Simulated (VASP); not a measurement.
Set up this calculation in VASP 6.6.1, as the native input.

```
Task                   : single point
Functional             : PBE
Potentials or basis    : VASP PAW PBE potentials, release 64 (Hf_pv, O)
Cutoff                 : 520 eV
k mesh                 : 6 × 6 × 6
Occupations            : gaussian, width 0.01 eV
Spin                   : no spin polarisation
Dipole correction      : no
Further INCAR settings : ALGO = Normal; EDIFF = 1e-06; NBANDS = 18
```

The structure of HfO2 lies in POSCAR:

```
HfO2
1.0
    0.0000000000      2.6076597933      2.6076597933
    2.6076597933      0.0000000000      2.6076597933
    2.6076597933      2.6076597933      0.0000000000
Hf O
1 2
Direct
    0.0000000000      0.0000000000      0.0000000000
    0.2500000000      0.2500000000      0.2500000000
    0.7500000000      0.7500000000      0.7500000000
```

One way to write it, as run:

INCAR

```
  ALGO = Normal
  EDIFF = 1E-6
  ENCUT = 520
  GGA = PE
  ISIF = 2
  ISMEAR = 0
  LASPH = T
  LCHARG = F
  LREAL = F
  LWAVE = F
  NBANDS = 18
  NELM = 60
  PREC = Accurate
  SIGMA = 0.01
```

KPOINTS

```
k-points
0
Gamma
  6 6 6
```

Potentials or basis: VASP PAW PBE potentials, release 64 (Hf_pv, O).

Command:

```sh
$ cat potpaw_PBE.64/Hf_pv/POTCAR potpaw_PBE.64/O/POTCAR > POTCAR
$ mpirun -np 1 vasp_std > vasp.out
```

It gave:

```
Pressure               : -17.6 GPa
Band gap on the k mesh : 3.57 eV, direct
```

Caveat: spin-orbit coupling is left out, which moves the levels of the heavy elements.

Run time: 5.6 s on 1 thread of Intel(R) Xeon(R) 6975P-C (Granite Rapids), with other jobs on the host, peak memory 0.15 GiB.
